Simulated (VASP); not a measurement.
**Zn2O: relaxation of cell and atoms with PBE**

Crystal: Zn2O.

```
CELL_PARAMETERS angstrom
3.10000 0.00000 0.00000
-1.55000 2.68468 0.00000
0.00000 0.00000 9.40000
ATOMIC_POSITIONS crystal
Zn 0.33333 0.66667 0.27500
Zn 0.66667 0.33333 0.55000
Zn 0.00000 0.00000 0.00000
Zn 0.33333 0.66667 0.77500
O 0.00000 0.00000 0.20700
O 0.33333 0.66667 0.48200
```

- Program: VASP 6.6.1
- Task: relaxation of cell and atoms
- Functional: PBE
- Potentials or basis: VASP PAW PBE potentials, release 64 (Zn, O)
- Cutoff: 600 eV
- k mesh: 6 × 6 × 2
- Occupations: gaussian, width 0.2 eV
- Spin: no spin polarisation
- Dipole correction: no
- Further INCAR settings: ALGO = Normal; EDIFF = 1e-06; IBRION = 2; EDIFFG = -0.08; NSW = 36; ISIF = 3

- Relaxed volume: 13.99 Å³/atom
- Relaxed cell: a = 3.205 Å, b = 3.205 Å, c = 9.435 Å, α = 90.00°, β = 90.00°, γ = 120.00°
- Space group after relaxing (to 0.1 Å): P3m1 (No. 156)
- Energy gained by relaxing: 100.4 meV/atom
- Ionic steps: 8
- Pressure after relaxing: 0.1 GPa
- Largest force after relaxing: 0.052 eV/Å
- Band gap on the k mesh: zero (bands 30 and 31 overlap by 0.13 eV)

Forces on the atoms (eV/Å):
```
Zn   0.000  0.000  0.042
Zn   0.000  0.000 -0.024
Zn   0.000  0.000 -0.035
Zn   0.000  0.000 -0.029
O    0.000  0.000 -0.005
O    0.000  0.000  0.052
```

Step by step:
| step | energy change (eV) | largest force (eV/Å) | pressure (GPa) | volume (Å³) |
| --- | --- | --- | --- | --- |
| 1 | 0.0000 | 1.8909 | 12.34 | 78.23 |
| 2 | -0.3990 | 0.6371 | -4.06 | 90.16 |
| 3 | -0.4401 | 0.6186 | -1.03 | 87.05 |
| 4 | -0.4894 | 0.5036 | -0.95 | 86.48 |
| 5 | -0.5696 | 0.7929 | -0.06 | 84.76 |
| 6 | -0.5992 | 0.2328 | -0.13 | 84.28 |
| 7 | -0.6011 | 0.1001 | -0.18 | 84.12 |
| 8 | -0.6022 | 0.0518 | 0.11 | 83.93 |

Final structure:
```xyz
6
Lattice="3.2049 0.0000 0.0000 -1.6025 2.7756 0.0000 0.0000 0.0000 9.4353" Properties=species:S:1:pos:R:3 pbc="T T T"
Zn    0.0000    1.8504    2.5591
Zn    1.6025    0.9252    5.3751
Zn    0.0000    0.0000    9.2821
Zn    0.0000    1.8504    7.4825
O     0.0000    0.0000    1.8093
O     0.0000    1.8504    4.5246
```

Levels at points of the mesh, in eV from the Fermi level:
```tsv
k point	band 27	band 28	band 29	band 30	band 31	band 32	band 33	band 34
(0.00, 0.00, 0.00)	-1.93	-1.50	-1.50	-1.07	0.13	3.85	4.69	9.13
(0.50, 0.00, 0.00)	-3.02	-2.25	-2.08	-1.85	0.84	2.06	4.98	5.51
(0.00, 0.00, 0.50)	-1.92	-1.92	-1.51	-1.51	1.62	2.25	5.97	7.74
(0.50, 0.00, 0.50)	-3.01	-2.26	-2.17	-2.11	1.13	2.19	4.65	5.08
```

Run time: 6.6 min on 1 thread of Intel(R) Xeon(R) Platinum 8259CL CPU @ 2.50GHz (Skylake/Cascade Lake) (shared host), peak memory 0.26 GiB.

Caveat: the k points lie up to 0.38 Å⁻¹ apart in the final cell; semilocal functionals underestimate gaps, so a narrow gap can read as zero; the relaxation stopped at a loose force limit of 0.08 eV/Å, so its end isn't a converged minimum.
